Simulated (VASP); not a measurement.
# Te2Pb (Fm-3m) in VASP: further runs

Runs on Te2Pb. Level: PBEsol. Tasks: single point.

All numbers are computed with VASP 6.6.1; they aren't measurements. Logs are shortened: lines on timing, memory, paths and dates and some standing lists are left out, and cuts for length are marked.

## Step 1: The cell of the first run

The structure is cubic, space group Fm-3m (No. 225). The conventional cell has a = 7.012 Å, b = 7.012 Å, c = 7.012 Å, α = 90.00°, β = 90.00°, γ = 90.00°. Pb (site symmetry m-3m) has 8 Te at 3.04 Å within 4.0 Å. Within 4.0 Å of Te (site symmetry -43m) lie 4 Pb at 3.04 Å and 6 Te at 3.51 Å.

## Step 2: Single point, PBEsol

Input file INCAR:

```
SYSTEM = Te2Pb
ALGO = Normal ; EDIFF = 1E-7
ENCUT = 520 ; GGA = PS
ISIF = 2 ; ISMEAR = 0
LASPH = .TRUE. ; LCHARG = .FALSE.
LREAL = .FALSE. ; LWAVE = .FALSE.
NBANDS = 20 ; NELM = 100
PREC = Accurate ; SIGMA = 0.05
```

Input file KPOINTS:

```
k-points
0
G
  8 8 8
  0 0 0
```

Input file POSCAR:

```
Te2Pb
1.0
    0.0000000000      3.5060114712      3.5060114712
    3.5060114712      0.0000000000      3.5060114712
    3.5060114712      3.5060114712      0.0000000000
Pb Te
1 2
Direct
    0.0000000000      0.0000000000      0.0000000000
    0.2500000000      0.2500000000      0.2500000000
    0.7500000000      0.7500000000      0.7500000000
```

Potentials or basis: VASP PAW PBE potentials, release 64 (Pb_d, Te).

On the command line:

```bash
$ cat potpaw_PBE.64/Pb_d/POTCAR potpaw_PBE.64/Te/POTCAR > POTCAR
$ mpirun -np 1 vasp_std > vasp.out
```

OUTCAR:

```text
SYSTEM = Te2Pb
   EDIFF = 1E-7
   ENCUT = 520
   GGA = PS
   ISIF = 2
   ISMEAR = 0
   LASPH = .TRUE.
   LREAL = .FALSE.
   NELM = 100
   PREC = Accurate

 ion  position               nearest neighbor table
   1  0.000  0.000  0.000-   3 3.04   3 3.04   3 3.04   2 3.04   2 3.04   2 3.04   3 3.04   2 3.04

   2  0.250  0.250  0.250-   1 3.04   1 3.04   1 3.04   1 3.04   3 3.51   3 3.51   3 3.51   3 3.51
                             3 3.51   3 3.51
   3  0.750  0.750  0.750-   1 3.04   1 3.04   1 3.04   1 3.04   2 3.51   2 3.51   2 3.51   2 3.51
                             2 3.51   2 3.51

  LATTYP: Found a face centered cubic cell.
 ALAT       =     7.0120229424

  Lattice vectors:

 A1 = (   0.0000000000,   3.5060114712,   3.5060114712)
 A2 = (   3.5060114712,   0.0000000000,   3.5060114712)
 A3 = (   3.5060114712,   3.5060114712,   0.0000000000)

Analysis of symmetry for initial positions (statically):
=====================================================================
 Subroutine PRICEL returns:
 Original cell was already a primitive cell.

 Routine SETGRP: Setting up the symmetry group for a
 face centered cubic supercell.

 Subroutine GETGRP returns: Found 48 space group operations
 (whereof 48 operations were pure point group operations)
 out of a pool of 48 trial point group operations.

The static configuration has the point symmetry O_h .

Analysis of symmetry for dynamics (positions and initial velocities):
=====================================================================
 Subroutine PRICEL returns:
 Original cell was already a primitive cell.

 Routine SETGRP: Setting up the symmetry group for a
 face centered cubic supercell.

 Subroutine GETGRP returns: Found 48 space group operations
 (whereof 48 operations were pure point group operations)
 out of a pool of 48 trial point group operations.

The dynamic configuration has the point symmetry O_h .

 Subroutine INISYM returns: Found 48 space group operations
 (whereof 48 operations are pure point group operations),
 and found     1 'primitive' translations

----------------------------------------------------------------------------------------

                                     Primitive cell

  volume of cell :      86.1926

  direct lattice vectors                    reciprocal lattice vectors
     0.000000000  3.506011471  3.506011471    -0.142612197  0.142612197  0.142612197
     3.506011471  0.000000000  3.506011471     0.142612197 -0.142612197  0.142612197
     3.506011471  3.506011471  0.000000000     0.142612197  0.142612197 -0.142612197

  length of vectors
     4.958248972  4.958248972  4.958248972     0.247011572  0.247011572  0.247011572

  position of ions in fractional coordinates (direct lattice)
     0.000000000  0.000000000  0.000000000
     0.250000000  0.250000000  0.250000000
     0.750000000  0.750000000  0.750000000

  ion indices of the primitive-cell ions
   primitive index   ion index
                 1           1
                 2           2
                 3           3

----------------------------------------------------------------------------------------

 KPOINTS: k-points

Automatic generation of k-mesh.
 Grid dimensions read from file:
 generate k-points for:    8    8    8

 Generating k-lattice:

  Cartesian coordinates                     Fractional coordinates (reciprocal lattice)
    -0.017826525  0.017826525  0.017826525     0.125000000  0.000000000  0.000000000
     0.017826525 -0.017826525  0.017826525     0.000000000  0.125000000  0.000000000
     0.017826525  0.017826525 -0.017826525     0.000000000  0.000000000  0.125000000

  Length of vectors
     0.030876446  0.030876446  0.030876446

  Shift w.r.t. Gamma in fractional coordinates (k-lattice)
     0.000000000  0.000000000  0.000000000

 Subroutine IBZKPT returns following result:
 ===========================================

 Found     29 irreducible k-points:

 Following reciprocal coordinates:
            Coordinates               Weight
  0.000000  0.000000  0.000000      1.000000
  0.125000  0.000000  0.000000      8.000000
  0.250000  0.000000  0.000000      8.000000
  0.375000  0.000000  0.000000      8.000000
  0.500000  0.000000  0.000000      4.000000
  0.125000  0.125000  0.000000      6.000000
[... 16 lines left out ...]
  0.500000  0.250000  0.125000     48.000000
 -0.375000  0.250000  0.125000     24.000000
 [... further k-points ...]
   k-points           NKPTS =     29   k-points in BZ     NKDIM =     29   number of bands    NBANDS=     20
   number of dos      NEDOS =    301   number of ions     NIONS =      3
   total plane-waves  NPLWV =  64000
   dimension x,y,z NGX =    40 NGY =   40 NGZ =   40
   dimension x,y,z NGXF=    80 NGYF=   80 NGZF=   80
   ions per type =               1   2
   NGX,Y,Z   is equivalent  to a cutoff of  13.41, 13.41, 13.41 a.u.
   NGXF,Y,Z  is equivalent  to a cutoff of  26.82, 26.82, 26.82 a.u.
 SYSTEM =  Te2Pb
[... 80 lines left out ...]
      2      -9.3326      2.00000
      3      -9.3326      2.00000
      4      -9.2464      2.00000
      5      -9.2464      2.00000
      6      -6.2292      2.00000
[... 12 lines left out ...]
     19      12.7411      0.00000
     20      13.4657      0.00000

 k-point     3 :       0.2500    0.0000    0.0000
  band No.  band energies     occupation
      1      -9.3566      2.00000
      2      -9.3270      2.00000
      3      -9.3270      2.00000
      4      -9.2464      2.00000
      5      -9.2464      2.00000
      6      -5.8432      2.00000
[... 12 lines left out ...]
     19      13.9431      0.00000
     20      14.4031      0.00000

 k-point     4 :       0.3750    0.0000    0.0000
  band No.  band energies     occupation
      1      -9.3736      2.00000
      2      -9.3219      2.00000
      3      -9.3219      2.00000
      4      -9.2459      2.00000
      5      -9.2459      2.00000
      6      -5.2162      2.00000
[... 12 lines left out ...]
     19      14.8883      0.00000
     20      14.8883      0.00000

 k-point     5 :       0.5000    0.0000    0.0000
  band No.  band energies     occupation
      1      -9.3810      2.00000
      2      -9.3199      2.00000
      3      -9.3199      2.00000
      4      -9.2456      2.00000
      5      -9.2456      2.00000
      6      -4.5657      2.00000
[... 12 lines left out ...]
     19      14.2146      0.00000
     20      14.2146      0.00000

 k-point     6 :       0.1250    0.1250    0.0000
  band No.  band energies     occupation
      1      -9.3452      2.00000
      2      -9.3305      2.00000
      3      -9.3305      2.00000
      4      -9.2476      2.00000
      5      -9.2453      2.00000
      6      -6.1875      2.00000
[... 12 lines left out ...]
     19      12.9877      0.00000
     20      13.9038      0.00000

 k-point     7 :       0.2500    0.1250    0.0000
  band No.  band energies     occupation
      1      -9.3566      2.00000
      2      -9.3273      2.00000
      3      -9.3250      2.00000
      4      -9.2487      2.00000
      5      -9.2446      2.00000
      6      -5.8904      2.00000
[... 12 lines left out ...]
     19      13.9104      0.00000
     20      14.8266      0.00000
[... 277 lines left out ...]
 k-point    20 :      -0.3750    0.3750    0.0000
  band No.  band energies     occupation
      1      -9.3808      2.00000
      2      -9.3283      2.00000
      3      -9.3074      2.00000
      4      -9.2530      2.00000
      5      -9.2431      2.00000
      6      -4.1034      2.00000
[... 12 lines left out ...]
     19      15.0800      0.00000
     20      16.2406      0.00000

 k-point    21 :       0.5000    0.5000    0.0000
  band No.  band energies     occupation
      1      -9.4054      2.00000
      2      -9.3033      2.00000
      3      -9.3033      2.00000
      4      -9.2566      2.00000
      5      -9.2400      2.00000
      6      -4.4431      2.00000
[... 12 lines left out ...]
     19      13.4554      0.00000
     20      15.6320      0.00000

 k-point    22 :       0.3750    0.2500    0.1250
  band No.  band energies     occupation
      1      -9.3654      2.00000
      2      -9.3264      2.00000
      3      -9.3201      2.00000
      4      -9.2500      2.00000
      5      -9.2440      2.00000
      6      -5.5174      2.00000
[... 12 lines left out ...]
     19      13.8285      0.00000
     20      15.1730      0.00000

 k-point    23 :       0.5000    0.2500    0.1250
  band No.  band energies     occupation
      1      -9.3682      2.00000
      2      -9.3335      2.00000
      3      -9.3147      2.00000
      4      -9.2498      2.00000
      5      -9.2444      2.00000
      6      -4.9158      2.00000
[... 12 lines left out ...]
     19      14.7975      0.00000
     20      15.4818      0.00000

 k-point    24 :      -0.3750    0.2500    0.1250
  band No.  band energies     occupation
      1      -9.3678      2.00000
      2      -9.3384      2.00000
      3      -9.3125      2.00000
      4      -9.2492      2.00000
      5      -9.2451      2.00000
      6      -4.2764      2.00000
[... 12 lines left out ...]
     19      15.0828      0.00000
     20      15.8901      0.00000

 [... further k-points ...]
[... 5 lines left out ...]
  --------------------------------------------------------------------------------------
  -------------------------------------------------------------------------------------
  Total        6.2311999      6.2311999      6.2311999      0.0000000     -0.0000000     -0.0000000
  in kB      115.8276582    115.8276582    115.8276582      0.0000000     -0.0000000     -0.0000000
  external PRESSURE =     115.8276582 kB  Pullay stress =       0.0000000 kB

 VOLUME and BASIS-vectors are now :
 -----------------------------------------------------------------------------
  energy-cutoff  :      520.00
  volume of cell :       86.19
      direct lattice vectors                 reciprocal lattice vectors
     0.000000000  3.506011471  3.506011471    -0.142612197  0.142612197  0.142612197
     3.506011471  0.000000000  3.506011471     0.142612197 -0.142612197  0.142612197
     3.506011471  3.506011471  0.000000000     0.142612197  0.142612197 -0.142612197

 POSITION                                       TOTAL-FORCE (eV/Angst)
 -----------------------------------------------------------------------------------
      0.00000      0.00000      0.00000        -0.000000     -0.000000     -0.000000
      1.75301      1.75301      1.75301        -0.000000      0.000000     -0.000000
      5.25902      5.25902      5.25902         0.000000     -0.000000      0.000000
 -----------------------------------------------------------------------------------
    total drift:                               -0.000000      0.000000      0.000000

  FREE ENERGIE OF THE ION-ELECTRON SYSTEM (eV)
  ---------------------------------------------------
  free  energy   TOTEN  =       -10.1786314116 eV

  energy  without entropy=      -10.1757922399  energy(sigma->0) =      -10.17721183
```

Run time: 48 s. Hardware: 1 thread of Intel Xeon Platinum 8259CL at 2.50GHz (Skylake/Cascade Lake), shared host; peak memory 0.25 GiB.

Results:

```
Free energy            : -10.1786 eV
Pressure               : 11.6 GPa
Band gap on the k mesh : zero (band 13 reaches 8.52 eV, above the bottom of band 14 at 5.76 eV)
```

Levels at points of the mesh, in eV from the Fermi level:
```csv
k point,band 11,band 12,band 13,band 14,band 15,band 16
"(0.00, 0.00, 0.00)",-3.01,-1.71,-1.71,-1.71,1.46,1.46
"(0.50, 0.00, 0.00)",-2.86,-2.16,-2.16,0.81,3.62,3.62
"(0.50, 0.50, 0.00)",-2.34,0.82,0.82,1.43,2.97,4.90
```

Caveat: the PAW data sets were made with another functional, which shifts forces and pressure a little; spin-orbit coupling is left out, which moves the levels of the heavy elements.

## Step 3: Single point, PBEsol

This run uses another cell than the first one, of 30.95 Å³/atom, 1.077 times its volume.

Input file INCAR:

```
SYSTEM = Te2Pb
ALGO     = Normal         ! electronic algorithm
EDIFF    = 1E-6           ! SCF threshold, eV
ENCUT    = 520            ! plane-wave cutoff, eV
GGA      = PS             ! functional
ISIF     = 2              ! what is computed and relaxed
ISMEAR   = 0              ! smearing method
LASPH    = .True.         ! aspherical terms in the spheres
LCHARG   = .True.         ! write CHGCAR
LELF     = .True.         ! ELF
LREAL    = .False.        ! projectors in reciprocal space
LVHAR    = .True.       
LWAVE    = .False.        ! write WAVECAR
NBANDS   = 20             ! bands
NELM     = 100            ! most SCF steps
PREC     = Accurate       ! precision mode
SIGMA    = 0.05           ! smearing width, eV
```

Input file KPOINTS:

```
k-points
0
Gamma
  8 8 8
  0 0 0
```

Input file POSCAR:

```
Te2Pb
1.0
    0.0000000000      3.5940074137      3.5940074137
    3.5940074137      0.0000000000      3.5940074137
    3.5940074137      3.5940074137      0.0000000000
Pb Te
1 2
Direct
    0.0000000000      0.0000000000      0.0000000000
    0.2500000000      0.2500000000      0.2500000000
    0.7500000000      0.7500000000      0.7500000000
```

Potentials or basis: VASP PAW PBE potentials, release 64 (Pb_d, Te).

On the command line:

```bash
$ cat potpaw_PBE.64/Pb_d/POTCAR potpaw_PBE.64/Te/POTCAR > POTCAR
$ mpirun -np 1 vasp_std > vasp.out
```

Wall time 43 s (1 thread of Intel Xeon Platinum 8259CL at 2.50GHz (Skylake/Cascade Lake), shared host); peak memory 0.26 GiB.

It converged, with:

| Property | Result |
| --- | --- |
| Free energy | -10.5340 eV |
| Pressure | 5.8 GPa |
| Band gap on the k mesh | zero (band 13 reaches 7.45 eV, above the bottom of band 14 at 4.99 eV) |

Levels at points of the mesh, in eV from the Fermi level:
| k point | band 10 | band 11 | band 12 | band 13 | band 14 | band 15 | band 16 | band 17 |
| --- | --- | --- | --- | --- | --- | --- | --- | --- |
| (0.00, 0.00, 0.00) | -2.74 | -2.74 | -1.50 | -1.50 | -1.50 | 1.59 | 1.59 | 1.59 |
| (0.50, 0.00, 0.00) | -3.27 | -2.67 | -1.94 | -1.94 | 0.61 | 3.56 | 3.56 | 5.17 |
| (0.50, 0.50, 0.00) | -4.76 | -2.17 | 0.73 | 0.73 | 1.29 | 2.71 | 4.73 | 4.73 |

Caveat: the PAW data sets were made with another functional, which shifts forces and pressure a little; spin-orbit coupling is left out, which moves the levels of the heavy elements.

## Step 4: Single point, PBEsol (volume scaled by 0.960)

Input file INCAR:

```
  ALGO = Normal
  EDIFF = 1E-6
  ENCUT = 520
  GGA = PS
  ISIF = 2
  ISMEAR = 0
  LASPH = T
  LCHARG = F
  LREAL = F
  LWAVE = F
  NBANDS = 20
  NELM = 80
  PREC = Accurate
  SIGMA = 0.05
```

Input file KPOINTS:

```
k-points
0
Gamma
  8 8 8
```

Input file POSCAR:

```
Te2Pb
1.0
    0.0000000000      3.6819288102      3.6819288102
    3.6819288102      0.0000000000      3.6819288102
    3.6819288102      3.6819288102      0.0000000000
Pb Te
1 2
Direct
    0.0000000000      0.0000000000      0.0000000000
    0.2500000000      0.2500000000      0.2500000000
    0.7500000000      0.7500000000      0.7500000000
```

On the command line:

```bash
$ cat potpaw_PBE.64/Pb_d/POTCAR potpaw_PBE.64/Te/POTCAR > POTCAR
$ mpirun -np 1 vasp_std > vasp.out
```

It took 40 s on 1 thread of Intel Xeon Platinum 8259CL at 2.50GHz (Skylake/Cascade Lake), shared host; peak memory 0.26 GiB.

The run converged. Its results:

```
Free energy            : -10.6934 eV
Pressure               : 1.7 GPa
Band gap on the k mesh : zero (band 13 reaches 6.48 eV, above the bottom of band 14 at 4.29 eV)
```

Levels at points of the mesh, in eV from the Fermi level:
| k point | band 10 | band 11 | band 12 | band 13 | band 14 | band 15 | band 16 | band 17 |
| --- | --- | --- | --- | --- | --- | --- | --- | --- |
| (0.00, 0.00, 0.00) | -2.49 | -2.49 | -1.31 | -1.31 | -1.31 | 1.70 | 1.70 | 1.70 |
| (0.50, 0.00, 0.00) | -2.94 | -2.48 | -1.73 | -1.73 | 0.43 | 3.49 | 3.49 | 5.00 |
| (0.50, 0.50, 0.00) | -4.32 | -2.01 | 0.65 | 0.65 | 1.16 | 2.48 | 4.56 | 4.56 |

Caveat: the cell differs from its parent crystal (volume scaled by 0.960); the PAW data sets were made with another functional, which shifts forces and pressure a little; spin-orbit coupling is left out, which moves the levels of the heavy elements.

## Step 5: Single point, PBEsol (volume scaled by 0.980)

Input file INCAR:

```
PREC = Accurate ; ENCUT = 520
EDIFF = 1E-6 ; ISMEAR = 0
SIGMA = 0.05 ; LREAL = F
LASPH = T ; NELM = 100
ALGO = Normal ; ISIF = 2
LWAVE = F ; LCHARG = T
GGA = PS ; LELF = T
LVHAR = T ; NBANDS = 20
```

Input file KPOINTS:

```
Automatic mesh
0
Gamma
  8 8 8
```

Input file POSCAR:

```
Te2Pb
1.0
    0.0000000000      3.7073222251      3.7073222251
    3.7073222251      0.0000000000      3.7073222251
    3.7073222251      3.7073222251      0.0000000000
Pb Te
1 2
Direct
    0.0000000000      0.0000000000      0.0000000000
    0.2500000000      0.2500000000      0.2500000000
    0.7500000000      0.7500000000      0.7500000000
```

On the command line:

```bash
$ cat potpaw_PBE.64/Pb_d/POTCAR potpaw_PBE.64/Te/POTCAR > POTCAR
$ mpirun -np 1 vasp_std > vasp.out
```

Wall time 42 s (1 thread of Intel Xeon Platinum 8259CL at 2.50GHz (Skylake/Cascade Lake), shared host); peak memory 0.26 GiB.

Results (log left out):

- Free energy: -10.7095 eV
- Pressure: 0.7 GPa
- Band gap on the k mesh: zero (band 13 reaches 6.21 eV, above the bottom of band 14 at 4.09 eV)

Levels at points of the mesh, in eV from the Fermi level:
```tsv
k point	band 10	band 11	band 12	band 13	band 14	band 15	band 16	band 17
(0.00, 0.00, 0.00)	-2.42	-2.42	-1.26	-1.26	-1.26	1.72	1.72	1.72
(0.50, 0.00, 0.00)	-2.85	-2.43	-1.67	-1.67	0.39	3.47	3.47	4.92
(0.50, 0.50, 0.00)	-4.20	-1.97	0.63	0.63	1.13	2.42	4.50	4.50
```

Caveat: the cell differs from its parent crystal (volume scaled by 0.980); the PAW data sets were made with another functional, which shifts forces and pressure a little; spin-orbit coupling is left out, which moves the levels of the heavy elements.

## Step 6: The runs side by side

```csv
cell,gap on the mesh (eV),pressure (GPa)
"a = 4.958 Å, angles 60.0°, 3 atoms",none,11.6
"a = 5.083 Å, angles 60.0°, 3 atoms",none,5.8
"a = 5.207 Å, angles 60.0°, 3 atoms",none,1.7
"a = 5.243 Å, angles 60.0°, 3 atoms",none,0.7
```

Alike in all rows: task single point; level PBEsol; potentials or basis VASP PAW PBE potentials, release 64 (Pb_d, Te); no spin polarisation; k mesh 8 × 8 × 8; cutoff (eV) 520; smearing gaussian 0.05 eV.

Caveats: the PAW data sets were made with another functional, which shifts forces and pressure a little; spin-orbit coupling is left out, which moves the levels of the heavy elements.

Total energies depend on the potentials used, so only differences within one code and one set of settings carry meaning.
